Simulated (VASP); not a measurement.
# Si2Mo (C2/m) in VASP: a series of runs

Runs on Si2Mo. Level: PBEsol. Tasks: electric field gradients.

All numbers are computed with VASP 6.6.1; they aren't measurements. Logs are shortened: lines on timing, memory, paths and dates and some standing lists are left out, and cuts for length are marked.

## (1) The cell of the first run

It takes space group C2/m (No. 12, monoclinic). The conventional cell has a = 4.548 Å, b = 4.503 Å, c = 4.513 Å, α = 90.00°, β = 119.45°, γ = 90.00°. Within 3.4 Å of Si (site symmetry m) lie 9 Si at 2.60 to 3.20 Å and 5 Mo at 2.61 to 2.64 Å. Within 3.4 Å of Mo (site symmetry 2/m) lie 10 Si at 2.61 to 2.64 Å and 4 Mo at 3.20 Å.

## (2) Electric field gradients, PBEsol (equal xy, yz and zx shear strains of +1 %)

INCAR

```
SYSTEM = Si2Mo
ALGO = Normal
EDIFF = 1E-8
ENCUT = 520
GGA = PS
ISIF = 2
ISMEAR = -1
LASPH = .TRUE.
LCHARG = .FALSE.
LEFG = .TRUE.
LREAL = .FALSE.
LWAVE = .FALSE.
NBANDS = 18
NELM = 100
PREC = Accurate
SIGMA = 0.03
```

KPOINTS

```
k-points
0
G
  12 12 16
  0 0 0
```

POSCAR

```
Si2Mo
1.0
   -1.5723475000      1.6116525000      3.9305000000
    1.6116525000     -1.5723475000      3.9305000000
    1.5883475000      1.5883475000     -3.9145000000
Si Mo
2 1
Direct
    0.3330000000      0.3330000000      0.0000000000
    0.6670000000      0.6670000000      0.0000000000
    0.0000000000      0.0000000000      0.0000000000
```

Potentials or basis: VASP PAW PBE potentials, release 64 (Si, Mo_sv).

Started as:

```
> cat potpaw_PBE.64/Si/POTCAR potpaw_PBE.64/Mo_sv/POTCAR > POTCAR
> mpirun -np 1 vasp_std > vasp.out
```

OUTCAR:

```text
SYSTEM = Si2Mo
   EDIFF = 1E-8
   ENCUT = 520
   GGA = PS
   ISIF = 2
   ISMEAR = -1
   LASPH = .TRUE.
   LREAL = .FALSE.
   NELM = 100
   PREC = Accurate

 ion  position               nearest neighbor table
   1  0.333  0.333  0.000-   2 2.60   2 2.60   2 2.61   3 2.61   3 2.61   3 2.61   3 2.62   2 2.63
                             2 2.64   3 2.64
   2  0.667  0.667  0.000-   1 2.60   1 2.60   1 2.61   3 2.61   3 2.61   3 2.61   3 2.62   1 2.63
                             1 2.64   3 2.64
   3  0.000  0.000  0.000-   2 2.61   2 2.61   1 2.61   1 2.61   1 2.61   2 2.61   2 2.62   1 2.62
                             2 2.64   1 2.64

  Warning from LATTYP: Got some problem with cell dimensions!
  Tried to take original basis but could not verify dimensions!
  LATTYP: Found a base centered monoclinic cell.
 ALAT       =     4.5482233894
 B/A-ratio  =     0.9900252466
 C/A-ratio  =     0.9923003141
 COS(beta)  =    -0.4915944244

  Lattice vectors:

 A1 = (  -0.0160000000,  -3.2000000000,  -0.0160000000)
 A2 = (  -3.2000000000,  -0.0160000000,  -0.0160000000)
 A3 = (   1.5883475000,   1.5883475000,  -3.9145000000)

Analysis of symmetry for initial positions (statically):
=====================================================================
 Subroutine PRICEL returns:
 Original cell was already a primitive cell.

 Routine SETGRP: Setting up the symmetry group for a
 base centered monoclinic supercell.

 Subroutine GETGRP returns: Found  4 space group operations
 (whereof  4 operations were pure point group operations)
 out of a pool of  4 trial point group operations.

The static configuration has the point symmetry C_2h.

Analysis of symmetry for dynamics (positions and initial velocities):
=====================================================================
 Subroutine PRICEL returns:
 Original cell was already a primitive cell.

 Routine SETGRP: Setting up the symmetry group for a
 base centered monoclinic supercell.

 Subroutine GETGRP returns: Found  4 space group operations
 (whereof  4 operations were pure point group operations)
 out of a pool of  4 trial point group operations.

The dynamic configuration has the point symmetry C_2h.

 Subroutine INISYM returns: Found  4 space group operations
 (whereof  4 operations are pure point group operations),
 and found     1 'primitive' translations

----------------------------------------------------------------------------------------

                                     Primitive cell

  volume of cell :      40.2453

  direct lattice vectors                    reciprocal lattice vectors
    -1.572347500  1.611652500  3.930500000    -0.002187722  0.311882630  0.125661804
     1.611652500 -1.572347500  3.930500000     0.311882630 -0.002187722  0.125661804
     1.588347500  1.588347500 -3.914500000     0.310960744  0.310960744 -0.003109607

  length of vectors
     4.529738479  4.529738479  4.513203498     0.336253550  0.336253550  0.439775896

  position of ions in fractional coordinates (direct lattice)
     0.333000000  0.333000000  1.000000000
     0.667000000  0.667000000  1.000000000
     0.000000000  0.000000000  0.000000000

  ion indices of the primitive-cell ions
   primitive index   ion index
                 1           1
                 2           2
                 3           3

----------------------------------------------------------------------------------------

 KPOINTS: k-points

Automatic generation of k-mesh.
 Grid dimensions read from file:
 generate k-points for:   12   12   16

 Generating k-lattice:

  Cartesian coordinates                     Fractional coordinates (reciprocal lattice)
    -0.000182310  0.025990219  0.010471817     0.083333333  0.000000000  0.000000000
[... 42 lines left out ...]
   number of dos      NEDOS =    301   number of ions     NIONS =      3
   total plane-waves  NPLWV =  46656
   dimension x,y,z NGX =    36 NGY =   36 NGZ =   36
   dimension x,y,z NGXF=    72 NGYF=   72 NGZF=   72
   ions per type =               2   1
   NGX,Y,Z   is equivalent  to a cutoff of  13.21, 13.21, 13.26 a.u.
   NGXF,Y,Z  is equivalent  to a cutoff of  26.42, 26.42, 26.52 a.u.
 SYSTEM =  Si2Mo
   PREC   = accura    normal or accurate (medium, high low for compatibility)
   ISTART =      0    job   : 0-new  1-cont  2-samecut
   ICHARG =      2    charge: 1-file 2-atom 10-const
   ISPIN  =      1    spin polarized calculation?
   LNONCOLLINEAR =      F non collinear calculations
   LSORBIT =      F    spin-orbit coupling
   LASPH  =      T    aspherical Exc in radial PAW
   ENCUT  =  520.0 eV  38.22 Ry    6.18 a.u.   8.42  8.42  8.39*2*pi/ulx,y,z
   NELM   =    100;   NELMIN=  2; NELMDL= -5     # of ELM steps
   EDIFF  = 0.1E-07   stopping-criterion for ELM
   LREAL  =      F    real-space projection
   EDIFFG = 0.1E-06   stopping-criterion for IOM
   NSW    =      0    number of steps for IOM
   IBRION =     -1    ionic relax: 0-MD 1-quasi-New 2-CG
   NFREE  =      0    steps in history (QN), initial steepest desc. (CG)
   ISIF   =      2    stress and relaxation
   ISYM   =      2    0-nonsym 1-usesym 2-fastsym
   POTIM  = 0.5000    time-step for ionic-motion
   TEBEG  =    0.0;   TEEND  =   0.0 temperature during run
   PSTRESS=    0.0 pullay stress
   NELECT =      22.0000    total number of electrons
   NUPDOWN=      -1.0000    fix difference up-down
   EMIN   =  10.00;   EMAX   =-10.00  energy-range for DOS
   EFERMI =   0.00;   METHOD = LEGACY
   ISMEAR =    -1;   SIGMA  =   0.03  broadening in eV -4-tet -1-fermi 0-gaus
   EFERMI_NEDOS =   21; number of points for ismear=-14 and -15
   IALGO  =     38    algorithm
   IMIX   =      4    mixing-type and parameters
     AMIX     =   0.40;   BMIX     =  1.00
     AMIX_MAG =   1.60;   BMIX_MAG =  1.00
  volume/ion in A,a.u.               =      13.42        90.53
  Fermi-wavevector in a.u.,A,eV,Ry     =   1.338579  2.529547 24.378829  1.791793
  Thomas-Fermi vector in A             =   2.467038
   LORBIT       =      0    0 simple, 1 ext, 2 COOP (PROOUT), +10 PAW based schemes
   GGA     = PS    functional components
   LHFCALC =     F    Hartree Fock is set to
   AEXX    =    0.0000 exact exchange contribution
   IVDW    =     0    specifies the selected vdW correction
   LEPSILON=     F    determine dielectric tensor
   LRPA    =     F    only Hartree local field effects (RPA)
 non-spin polarized calculation
  energy-cutoff  :      520.00
  volume of cell :       40.25
 maximum number of plane-waves:      1104
 NGX is ok and might be reduce to    36
   NGX = 17   NGY = 17   NGZ = 17

 number of electron      22.0000000 magnetization

 Free energy of the ion-electron system (eV)
  ---------------------------------------------------
  ext. energy  EPLUGINS =         0.00000000
  ---------------------------------------------------
  free energy    TOTEN  =       -25.06414896 eV

  energy without entropy =      -25.06347197  energy(sigma->0) =      -25.06381047

 E-fermi :  12.2023     XC(G=0): -12.5110

 val. band max:       12.1975980703   @ k =  -0.4167   0.4167   0.3750
 cond. band min:      12.2116572707   @ k =   0.5000   0.4167   0.3750
 fundamental gap:      0.0140592004
 Fermi energy:        12.2023475747

 k-point     1 :       0.0000    0.0000    0.0000
  band No.  band energies     occupation
      1     -48.4519      2.00000
      2     -22.6476      2.00000
      3     -22.5477      2.00000
      4     -22.5440      2.00000
      5      -1.2698      2.00000
      6       5.8328      2.00000
[... 481 lines left out ...]
      5       1.6900      2.00000
      6       4.1579      2.00000
[... 10 lines left out ...]
     17      19.4617      0.00000
     18      20.3154      0.00000

 [... further k-points ...]

------------------------ aborting loop because EDIFF is reached ----------------------------------------

  FORCE on cell =-STRESS in cart. coord.  units (eV):
  Direction    XX          YY          ZZ          XY          YZ          ZX
  --------------------------------------------------------------------------------------
  -------------------------------------------------------------------------------------
  Total       -0.4708129     -0.4708129     -0.7984499     -0.4758553     -0.4984541     -0.4984541
  in kB      -18.7431953    -18.7431953    -31.7865182    -18.9439369    -19.8435997    -19.8436003
  external PRESSURE =     -23.0909696 kB  Pullay stress =       0.0000000 kB

 VOLUME and BASIS-vectors are now :
 -----------------------------------------------------------------------------
  energy-cutoff  :      520.00
  volume of cell :       40.25
      direct lattice vectors                 reciprocal lattice vectors
    -1.572347500  1.611652500  3.930500000    -0.002187722  0.311882630  0.125661804
     1.611652500 -1.572347500  3.930500000     0.311882630 -0.002187722  0.125661804
     1.588347500  1.588347500 -3.914500000     0.310960744  0.310960744 -0.003109607

 POSITION                                       TOTAL-FORCE (eV/Angst)
 -----------------------------------------------------------------------------------
      0.01309      0.01309      2.61771         0.007591      0.007591      0.323474
      0.02622      0.02622      5.24329        -0.007591     -0.007591     -0.323474
      0.00000      0.00000      0.00000        -0.000000     -0.000000     -0.000000
 -----------------------------------------------------------------------------------
    total drift:                                0.000000      0.000000     -0.000000

  FREE ENERGIE OF THE ION-ELECTRON SYSTEM (eV)
  ---------------------------------------------------
  free  energy   TOTEN  =       -25.0641489638 eV

  energy  without entropy=      -25.0634719702  energy(sigma->0) =      -25.06381047

 Electric field gradients (V/A^2)
---------------------------------------------------------------------
 ion       V_xx      V_yy      V_zz      V_xy      V_xz      V_yz
---------------------------------------------------------------------
   1       5.913     5.913   -11.826     2.119     1.686     1.686
   2       5.913     5.913   -11.826     2.119     1.686     1.686
   3      29.267    29.267   -58.534     6.598     6.318     6.318
---------------------------------------------------------------------

 Electric field gradients after diagonalization (V/A^2)
 (convention: |V_zz| > |V_xx| > |V_yy|)
----------------------------------------------------------------------
 ion       V_xx      V_yy      V_zz     asymmetry (V_yy - V_xx)/ V_zz
----------------------------------------------------------------------
   1       8.314     3.795   -12.109       0.373
   2       8.314     3.795   -12.109       0.373
   3      36.703    22.669   -59.372       0.236
----------------------------------------------------------------------

           NMR quadrupolar parameters

 Cq : quadrupolar parameter    Cq=e*Q*V_zz/h
 eta: asymmetry parameters     (V_yy - V_xx)/ V_zz
 Q  : nuclear electric quadrupole moment in mb (millibarn)
----------------------------------------------------------------------
 ion       Cq(MHz)       eta       Q (mb)
----------------------------------------------------------------------
   1      -0.029       0.373       1.000
   2      -0.029       0.373       1.000
   3      -0.144       0.236       1.000
----------------------------------------------------------------------
```

It took 5.3 min on 1 thread of AMD EPYC 9R45 (Zen 5), shared host; peak memory 0.51 GiB.

Results:

* Free energy: -25.0641 eV
* Pressure: -2.3 GPa
* Largest force: 0.324 eV/Å
* Band gap on the k mesh: zero (bands 11 and 12 overlap by 0.99 eV)
* Largest electric field gradient by atom: Si -12.1; Mo -59.4 V/Å²

Forces in eV/Å, atoms in the order of the input:
```
Si   0.008  0.008  0.323
Si  -0.008 -0.008 -0.323
Mo   0.000  0.000  0.000
```

Levels at points of the mesh, in eV from the Fermi level:
```csv
k point,band 7,band 8,band 9,band 10,band 11,band 12,band 13,band 14,band 15,band 16
"(0.00, 0.00, 0.00)",-3.47,-3.08,-2.73,-2.60,0.40,3.05,3.06,3.63,3.65,4.04
"(0.50, 0.00, 0.00)",-4.92,-4.43,-2.70,-2.51,-0.55,2.25,2.97,4.07,4.15,5.50
"(0.50, 0.50, 0.00)",-5.69,-5.37,-4.47,-3.09,-1.21,2.29,2.67,3.06,3.24,4.83
"(0.00, 0.00, 0.50)",-5.77,-5.17,-4.57,-3.08,-1.09,2.29,2.70,2.93,3.25,4.74
"(0.50, 0.00, 0.50)",-4.98,-4.54,-2.60,-2.52,-0.53,2.22,3.04,3.98,4.34,5.40
"(0.50, 0.50, 0.50)",-3.55,-2.32,-0.66,-0.58,-0.56,-0.49,0.54,4.61,5.15,5.86
```

Electric field gradients, principal values (V/Å²):
| atom | least | middle | greatest (by size) |
| --- | --- | --- | --- |
| 1 Si | 3.795 | 8.314 | -12.109 |
| 2 Si | 3.795 | 8.314 | -12.109 |
| 3 Mo | 22.669 | 36.703 | -59.372 |

Caveat: the cell differs from its parent crystal (equal xy, yz and zx shear strains of +1 %); without QUAD_EFG the Cq values of the log hold for a quadrupole moment of 1 mb, not for the nuclei; the PAW data sets were made with another functional, which shifts forces and pressure a little.

(Part 1 of 2 ends here.)
